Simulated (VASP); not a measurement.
# Cs4Au (Im-3m) in VASP: further runs, part 2 of 3

VASP 6.6.1. Earlier steps stand in the parts before.

### 3 Single point, PBE (73.41 Å³/atom)

This run uses another cell than the first one, of 73.41 Å³/atom.

INCAR

```
PREC = Accurate
ENCUT = 520
EDIFF = 1E-7
ISMEAR = 0
SIGMA = 0.1
LREAL = False
LASPH = True
NELM = 100
ALGO = Fast
ISIF = 2
LWAVE = False
LCHARG = False
GGA = PE
NBANDS = 32
```

KPOINTS

```
regular mesh
0
Gamma
  6 6 6
```

POSCAR

```
Cs4Au
1.0
   -4.5105437754      4.5105437754      4.5105437754
    4.5105437754     -4.5105437754      4.5105437754
    4.5105437754      4.5105437754     -4.5105437754
Cs Au
4 1
Direct
    0.0000000000      0.0000000000      0.5000000000
    0.5000000000      0.0000000000      0.0000000000
    0.0000000000      0.5000000000      0.0000000000
    0.5000000000      0.5000000000      0.5000000000
    0.0000000000      0.0000000000      0.0000000000
```

Potentials or basis: VASP PAW PBE potentials, release 64 (Cs_sv, Au).

Command:

```console
cat potpaw_PBE.64/Cs_sv/POTCAR potpaw_PBE.64/Au/POTCAR > POTCAR
mpirun -np 1 vasp_std > vasp.out
```

OUTCAR:

```text
PREC = Accurate
   ENCUT = 520
   EDIFF = 1E-7
   ISMEAR = 0
   LREAL = False
   LASPH = True
   NELM = 100
   ISIF = 2
   GGA = PE

 ion  position               nearest neighbor table
   1  0.000  0.000  0.500-
   2  0.500  0.000  0.000-
   3  0.000  0.500  0.000-
   4  0.500  0.500  0.500-
   5  0.000  0.000  0.000-

  LATTYP: Found a body centered cubic cell.
 ALAT       =     9.0210875508

  Lattice vectors:

 A1 = (  -4.5105437754,   4.5105437754,   4.5105437754)
 A2 = (   4.5105437754,  -4.5105437754,   4.5105437754)
 A3 = (   4.5105437754,   4.5105437754,  -4.5105437754)

Analysis of symmetry for initial positions (statically):
=====================================================================
 Subroutine PRICEL returns:
 Original cell was already a primitive cell.

 Routine SETGRP: Setting up the symmetry group for a
 body centered cubic supercell.

 Subroutine GETGRP returns: Found 48 space group operations
 (whereof 48 operations were pure point group operations)
 out of a pool of 48 trial point group operations.

The static configuration has the point symmetry O_h .

Analysis of symmetry for dynamics (positions and initial velocities):
=====================================================================
 Subroutine PRICEL returns:
 Original cell was already a primitive cell.

 Routine SETGRP: Setting up the symmetry group for a
 body centered cubic supercell.

 Subroutine GETGRP returns: Found 48 space group operations
 (whereof 48 operations were pure point group operations)
 out of a pool of 48 trial point group operations.

The dynamic configuration has the point symmetry O_h .

 Subroutine INISYM returns: Found 48 space group operations
[... 110 lines left out ...]
   EFERMI_NEDOS =   21; number of points for ismear=-14 and -15
   IALGO  =     68    algorithm
   IMIX   =      4    mixing-type and parameters
     AMIX     =   0.40;   BMIX     =  1.00
     AMIX_MAG =   1.60;   BMIX_MAG =  1.00
  volume/ion in A,a.u.               =      73.41       495.42
  Fermi-wavevector in a.u.,A,eV,Ry     =   0.825135  1.559280  9.263505  0.680848
  Thomas-Fermi vector in A             =   1.936941
   LORBIT       =      0    0 simple, 1 ext, 2 COOP (PROOUT), +10 PAW based schemes
   GGA     = PE    functional components
   LHFCALC =     F    Hartree Fock is set to
   AEXX    =    0.0000 exact exchange contribution
   IVDW    =     0    specifies the selected vdW correction
   LEPSILON=     F    determine dielectric tensor
   LRPA    =     F    only Hartree local field effects (RPA)
 non-spin polarized calculation
 RMM-DIIS sequential band-by-band and
 Gauss-broadening in eV      SIGMA  =   0.10
  energy-cutoff  :      520.00
  volume of cell :      367.07
 maximum number of plane-waves:      9931
 NGX is ok and might be reduce to    60
   NGX = 29   NGY = 29   NGZ = 29

 number of electron      46.9999989 magnetization

 Free energy of the ion-electron system (eV)
  ---------------------------------------------------
  ext. energy  EPLUGINS =         0.00000000
  ---------------------------------------------------
  free energy    TOTEN  =        -7.00458857 eV

  energy without entropy =       -6.97873136  energy(sigma->0) =       -6.99165997

 E-fermi :   1.5032     XC(G=0):  -6.4263

 val. band max:        1.4889559205   @ k =   0.5000   0.0000   0.0000
 cond. band min:       1.5074142312   @ k =   0.5000   0.5000   0.1667
 fundamental gap:      0.0184583106
 Fermi energy:         1.5031888599

 k-point     1 :       0.0000    0.0000    0.0000
  band No.  band energies     occupation
      1     -22.2719      2.00000
      2     -22.2222      2.00000
      3     -22.2222      2.00000
      4     -22.2222      2.00000
      5      -9.2940      2.00000
      6      -9.2940      2.00000
[... 549 lines left out ...]
     31       3.4528      0.00000
     32       3.4528      0.00000

------------------------ aborting loop because EDIFF is reached ----------------------------------------

  FORCE on cell =-STRESS in cart. coord.  units (eV):
  Direction    XX          YY          ZZ          XY          YZ          ZX
  --------------------------------------------------------------------------------------
  -------------------------------------------------------------------------------------
  Total        0.6144792      0.6144792      0.6144792      0.0000000     -0.0000000      0.0000000
  in kB        2.6820758      2.6820758      2.6820758      0.0000000     -0.0000000      0.0000000
  external PRESSURE =       2.6820758 kB  Pullay stress =       0.0000000 kB

 VOLUME and BASIS-vectors are now :
 -----------------------------------------------------------------------------
  energy-cutoff  :      520.00
  volume of cell :      367.07
      direct lattice vectors                 reciprocal lattice vectors
    -4.510543775  4.510543775  4.510543775     0.000000000  0.110851380  0.110851380
     4.510543775 -4.510543775  4.510543775     0.110851380  0.000000000  0.110851380
     4.510543775  4.510543775 -4.510543775     0.110851380  0.110851380  0.000000000

 POSITION                                       TOTAL-FORCE (eV/Angst)
 -----------------------------------------------------------------------------------
      2.25527      2.25527     -2.25527         0.000000     -0.000000     -0.000000
     -2.25527      2.25527      2.25527        -0.000000      0.000000      0.000000
      2.25527     -2.25527      2.25527         0.000000      0.000000      0.000000
      2.25527      2.25527      2.25527         0.000000     -0.000000      0.000000
      0.00000      0.00000      0.00000         0.000000     -0.000000      0.000000
 -----------------------------------------------------------------------------------
    total drift:                               -0.000000     -0.000000      0.000000

  FREE ENERGIE OF THE ION-ELECTRON SYSTEM (eV)
  ---------------------------------------------------
  free  energy   TOTEN  =        -7.0045885672 eV

  energy  without entropy=       -6.9787313630  energy(sigma->0) =       -6.99165997
```

OSZICAR:

```text
N       E                     dE             d eps       ncg     rms          rms(c)
DAV:   1     0.347435525779E+03    0.34744E+03   -0.16900E+04  1024   0.113E+03
DAV:   2     0.312750666120E+02   -0.31616E+03   -0.30425E+03  1464   0.208E+02
DAV:   3    -0.672849189074E+01   -0.38004E+02   -0.37650E+02  1280   0.781E+01
DAV:   4    -0.748304206834E+01   -0.75455E+00   -0.75390E+00  1224   0.128E+01
DAV:   5    -0.749518552886E+01   -0.12143E-01   -0.12142E-01  1376   0.153E+00    0.247E+00
RMM:   6    -0.711507526799E+01    0.38011E+00   -0.21168E-01  1050   0.147E+00    0.129E+00
RMM:   7    -0.699810982436E+01    0.11697E+00   -0.32743E-01  1325   0.180E+00    0.468E-01
RMM:   8    -0.700310509135E+01   -0.49953E-02   -0.32787E-02  1337   0.550E-01    0.245E-01
RMM:   9    -0.700449579795E+01   -0.13907E-02   -0.68309E-03  1371   0.230E-01    0.503E-02
RMM:  10    -0.700456025870E+01   -0.64461E-04   -0.87744E-04  1346   0.924E-02    0.252E-02
RMM:  11    -0.700458277441E+01   -0.22516E-04   -0.16888E-04  1301   0.434E-02    0.787E-03
RMM:  12    -0.700458705993E+01   -0.42855E-05   -0.42330E-05  1350   0.195E-02    0.365E-03
RMM:  13    -0.700458814249E+01   -0.10826E-05   -0.83507E-06  1332   0.100E-02    0.216E-03
RMM:  14    -0.700458848201E+01   -0.33952E-06   -0.21149E-06  1281   0.482E-03    0.569E-04
RMM:  15    -0.700458856719E+01   -0.85187E-07   -0.52051E-07  1041   0.204E-03
   1 F= -.70045886E+01 E0= -.69916600E+01  d E =-.258572E-01
```

Wall time 7.1 min (1 thread of Oxide Virtual Turin-like, shared host); peak memory 0.55 GiB.

Results:

```
Free energy            : -7.0046 eV
Pressure               : 0.3 GPa
Band gap on the k mesh : zero (an odd number of electrons rules out a gap without spin polarisation)
```

Caveat: spin-orbit coupling is left out, which moves the levels of the heavy elements.

### 4 Single point, PBE (75.76 Å³/atom)

This run uses another cell than the first one, of 75.76 Å³/atom.

INCAR

```
SYSTEM = Cs4Au
PREC = Accurate ; ENCUT = 520
EDIFF = 1E-6 ; ISMEAR = 0
SIGMA = 0.1 ; LREAL = .FALSE.
LASPH = .TRUE. ; NELM = 80
ALGO = Fast ; ISIF = 2
LWAVE = .FALSE. ; LCHARG = .TRUE.
GGA = PE ; LELF = .TRUE.
LVHAR = .TRUE. ; NBANDS = 32
```

KPOINTS

```
regular mesh
0
G
  6 6 6
  0 0 0
```

Edit POSCAR of step 3 so:

```diff
@@ -2,5 +2,5 @@
 1.0
-   -4.5105437754      4.5105437754      4.5105437754
-    4.5105437754     -4.5105437754      4.5105437754
-    4.5105437754      4.5105437754     -4.5105437754
+   -4.5580266729      4.5580266729      4.5580266729
+    4.5580266729     -4.5580266729      4.5580266729
+    4.5580266729      4.5580266729     -4.5580266729
 Cs Au
```

Potentials or basis: VASP PAW PBE potentials, release 64 (Cs_sv, Au).

Command:

```console
cat potpaw_PBE.64/Cs_sv/POTCAR potpaw_PBE.64/Au/POTCAR > POTCAR
mpirun -np 1 vasp_std > vasp.out
```

OUTCAR:

```text
SYSTEM = Cs4Au
   PREC = Accurate
   ENCUT = 520
   EDIFF = 1E-6
   ISMEAR = 0
   LREAL = .FALSE.
   LASPH = .TRUE.
   NELM = 80
   ISIF = 2
   GGA = PE

 ion  position               nearest neighbor table
   1  0.000  0.000  0.500-
   2  0.500  0.000  0.000-
   3  0.000  0.500  0.000-
   4  0.500  0.500  0.500-
   5  0.000  0.000  0.000-

  LATTYP: Found a body centered cubic cell.
 ALAT       =     9.1160533458

  Lattice vectors:

 A1 = (  -4.5580266729,   4.5580266729,   4.5580266729)
 A2 = (   4.5580266729,  -4.5580266729,   4.5580266729)
 A3 = (   4.5580266729,   4.5580266729,  -4.5580266729)

Analysis of symmetry for initial positions (statically):
=====================================================================
 Subroutine PRICEL returns:
 Original cell was already a primitive cell.

 Routine SETGRP: Setting up the symmetry group for a
 body centered cubic supercell.

 Subroutine GETGRP returns: Found 48 space group operations
 (whereof 48 operations were pure point group operations)
 out of a pool of 48 trial point group operations.

The static configuration has the point symmetry O_h .

Analysis of symmetry for dynamics (positions and initial velocities):
=====================================================================
 Subroutine PRICEL returns:
 Original cell was already a primitive cell.

 Routine SETGRP: Setting up the symmetry group for a
 body centered cubic supercell.

 Subroutine GETGRP returns: Found 48 space group operations
 (whereof 48 operations were pure point group operations)
 out of a pool of 48 trial point group operations.

The dynamic configuration has the point symmetry O_h .
[... 110 lines left out ...]
   EFERMI =   0.00;   METHOD = LEGACY
   ISMEAR =     0;   SIGMA  =   0.10  broadening in eV -4-tet -1-fermi 0-gaus
   EFERMI_NEDOS =   21; number of points for ismear=-14 and -15
   IALGO  =     68    algorithm
   IMIX   =      4    mixing-type and parameters
     AMIX     =   0.40;   BMIX     =  1.00
     AMIX_MAG =   1.60;   BMIX_MAG =  1.00
  volume/ion in A,a.u.               =      75.76       511.23
  Fermi-wavevector in a.u.,A,eV,Ry     =   0.816540  1.543036  9.071507  0.666737
  Thomas-Fermi vector in A             =   1.926826
   LORBIT       =      0    0 simple, 1 ext, 2 COOP (PROOUT), +10 PAW based schemes
   GGA     = PE    functional components
   LHFCALC =     F    Hartree Fock is set to
   AEXX    =    0.0000 exact exchange contribution
   IVDW    =     0    specifies the selected vdW correction
   LEPSILON=     F    determine dielectric tensor
   LRPA    =     F    only Hartree local field effects (RPA)
 non-spin polarized calculation
 RMM-DIIS sequential band-by-band and
 Gauss-broadening in eV      SIGMA  =   0.10
  energy-cutoff  :      520.00
  volume of cell :      378.78
 maximum number of plane-waves:     10224
   NGX = 29   NGY = 29   NGZ = 29

 number of electron      46.9999996 magnetization

 Free energy of the ion-electron system (eV)
  ---------------------------------------------------
  ext. energy  EPLUGINS =         0.00000000
  ---------------------------------------------------
  free energy    TOTEN  =        -7.01996679 eV

  energy without entropy =       -6.99439337  energy(sigma->0) =       -7.00718008

 E-fermi :   1.3884     XC(G=0):  -6.3267

 val. band max:        1.3762418115   @ k =   0.5000   0.0000   0.0000
 cond. band min:       1.3887948285   @ k =   0.5000   0.5000   0.1667
 fundamental gap:      0.0125530170
 Fermi energy:         1.3884166304

 k-point     1 :       0.0000    0.0000    0.0000
  band No.  band energies     occupation
      1     -22.3948      2.00000
      2     -22.3511      2.00000
      3     -22.3511      2.00000
      4     -22.3511      2.00000
      5      -9.4005      2.00000
      6      -9.4005      2.00000
[... 549 lines left out ...]
     31       3.3442      0.00000
     32       3.3442      0.00000

------------------------ aborting loop because EDIFF is reached ----------------------------------------

  FORCE on cell =-STRESS in cart. coord.  units (eV):
  Direction    XX          YY          ZZ          XY          YZ          ZX
  --------------------------------------------------------------------------------------
  -------------------------------------------------------------------------------------
  Total        0.2969771      0.2969771      0.2969771      0.0000000      0.0000000     -0.0000000
  in kB        1.2561541      1.2561541      1.2561541      0.0000000      0.0000000     -0.0000000
  external PRESSURE =       1.2561541 kB  Pullay stress =       0.0000000 kB

 VOLUME and BASIS-vectors are now :
 -----------------------------------------------------------------------------
  energy-cutoff  :      520.00
  volume of cell :      378.78
      direct lattice vectors                 reciprocal lattice vectors
    -4.558026673  4.558026673  4.558026673     0.000000000  0.109696594  0.109696594
     4.558026673 -4.558026673  4.558026673     0.109696594  0.000000000  0.109696594
     4.558026673  4.558026673 -4.558026673     0.109696594  0.109696594  0.000000000

 POSITION                                       TOTAL-FORCE (eV/Angst)
 -----------------------------------------------------------------------------------
      2.27901      2.27901     -2.27901        -0.000000      0.000000      0.000000
     -2.27901      2.27901      2.27901         0.000000     -0.000000     -0.000000
      2.27901     -2.27901      2.27901         0.000000     -0.000000      0.000000
      2.27901      2.27901      2.27901         0.000000     -0.000000      0.000000
      0.00000      0.00000      0.00000         0.000000      0.000000     -0.000000
 -----------------------------------------------------------------------------------
    total drift:                               -0.000000     -0.000000      0.000000

  FREE ENERGIE OF THE ION-ELECTRON SYSTEM (eV)
  ---------------------------------------------------
  free  energy   TOTEN  =        -7.0199667884 eV

  energy  without entropy=       -6.9943933658  energy(sigma->0) =       -7.00718008
```

It took 7 min on 1 thread of Oxide Virtual Turin-like, shared host; peak memory 0.55 GiB.

What came out:

* Free energy: -7.0200 eV
* Pressure: 0.1 GPa
* Band gap on the k mesh: zero (an odd number of electrons rules out a gap without spin polarisation)

Levels at points of the mesh, in eV from the Fermi level:
```
           k point  band 19  band 20  band 21  band 22  band 23  band 24  band 25  band 26  band 27  band 28
(0.00, 0.00, 0.00)    -3.57    -3.53    -3.53    -3.51    -1.10     0.21     0.21     1.56     1.56     1.67
(0.50, 0.00, 0.00)    -3.51    -3.51    -3.48    -3.04    -0.68    -0.01     0.45     0.79     1.10     1.29
(0.50, 0.50, 0.50)    -3.47    -3.47    -3.47    -2.67    -0.27    -0.27    -0.27     0.74     0.74     0.79
```

Caveat: spin-orbit coupling is left out, which moves the levels of the heavy elements.

### 5 Single point, PBE

This run uses another cell than the first one, of 78.10 Å³/atom.

INCAR

```
  PREC = Accurate
  ENCUT = 520
  EDIFF = 1E-7
  ISMEAR = 0
  SIGMA = 0.1
  LREAL = False
  LASPH = True
  NELM = 80
  ALGO = Fast
  ISIF = 2
  LWAVE = False
  LCHARG = False
  GGA = PE
  NBANDS = 32
```

KPOINTS

```
regular mesh
0
Gamma
  6 6 6
```

Edit POSCAR of step 4 so:

```diff
@@ -2,5 +2,5 @@
 1.0
-   -4.5580266729      4.5580266729      4.5580266729
-    4.5580266729     -4.5580266729      4.5580266729
-    4.5580266729      4.5580266729     -4.5580266729
+   -4.6045403617      4.6045403617      4.6045403617
+    4.6045403617     -4.6045403617      4.6045403617
+    4.6045403617      4.6045403617     -4.6045403617
 Cs Au
```

Potentials or basis: VASP PAW PBE potentials, release 64 (Cs_sv, Au).

Command:

```console
cat potpaw_PBE.64/Cs_sv/POTCAR potpaw_PBE.64/Au/POTCAR > POTCAR
mpirun -np 1 vasp_std > vasp.out
```

OUTCAR:

```text
PREC = Accurate
   ENCUT = 520
   EDIFF = 1E-7
   ISMEAR = 0
   LREAL = False
   LASPH = True
   NELM = 80
   ISIF = 2
   GGA = PE

 ion  position               nearest neighbor table
   1  0.000  0.000  0.500-
   2  0.500  0.000  0.000-
   3  0.000  0.500  0.000-
   4  0.500  0.500  0.500-
   5  0.000  0.000  0.000-

  LATTYP: Found a body centered cubic cell.
 ALAT       =     9.2090807234

  Lattice vectors:
[... 745 lines left out ...]

  FORCE on cell =-STRESS in cart. coord.  units (eV):
  Direction    XX          YY          ZZ          XY          YZ          ZX
  --------------------------------------------------------------------------------------
  -------------------------------------------------------------------------------------
  Total        0.0071204      0.0071204      0.0071204      0.0000000      0.0000000     -0.0000000
  in kB        0.0292142      0.0292142      0.0292142      0.0000000      0.0000000     -0.0000000
  external PRESSURE =       0.0292142 kB  Pullay stress =       0.0000000 kB

 VOLUME and BASIS-vectors are now :
 -----------------------------------------------------------------------------
  energy-cutoff  :      520.00
  volume of cell :      390.50
      direct lattice vectors                 reciprocal lattice vectors
    -4.604540362  4.604540362  4.604540362     0.000000000  0.108588472  0.108588472
     4.604540362 -4.604540362  4.604540362     0.108588472  0.000000000  0.108588472
     4.604540362  4.604540362 -4.604540362     0.108588472  0.108588472  0.000000000

 POSITION                                       TOTAL-FORCE (eV/Angst)
 -----------------------------------------------------------------------------------
      2.30227      2.30227     -2.30227         0.000000     -0.000000      0.000000
     -2.30227      2.30227      2.30227        -0.000000     -0.000000     -0.000000
      2.30227     -2.30227      2.30227        -0.000000      0.000000      0.000000
      2.30227      2.30227      2.30227         0.000000     -0.000000     -0.000000
      0.00000      0.00000      0.00000         0.000000      0.000000     -0.000000
 -----------------------------------------------------------------------------------
    total drift:                               -0.000000     -0.000000      0.000000

  FREE ENERGIE OF THE ION-ELECTRON SYSTEM (eV)
  ---------------------------------------------------
  free  energy   TOTEN  =        -7.0256175035 eV

  energy  without entropy=       -7.0001859689  energy(sigma->0) =       -7.01290174
```

Wall time 8.3 min (1 thread of Oxide Virtual Turin-like, shared host); peak memory 0.56 GiB.

What came out:

```yaml
Free_energy: -7.0256 eV
Pressure: 0.0 GPa
Band_gap_on_the_k_mesh: zero (an odd number of electrons rules out a gap without spin polarisation)
```

Caveat: spin-orbit coupling is left out, which moves the levels of the heavy elements.

(Part 2 of 3 ends here.)

The gap in the log of VASP goes by the Fermi energy; the results here count the filled bands.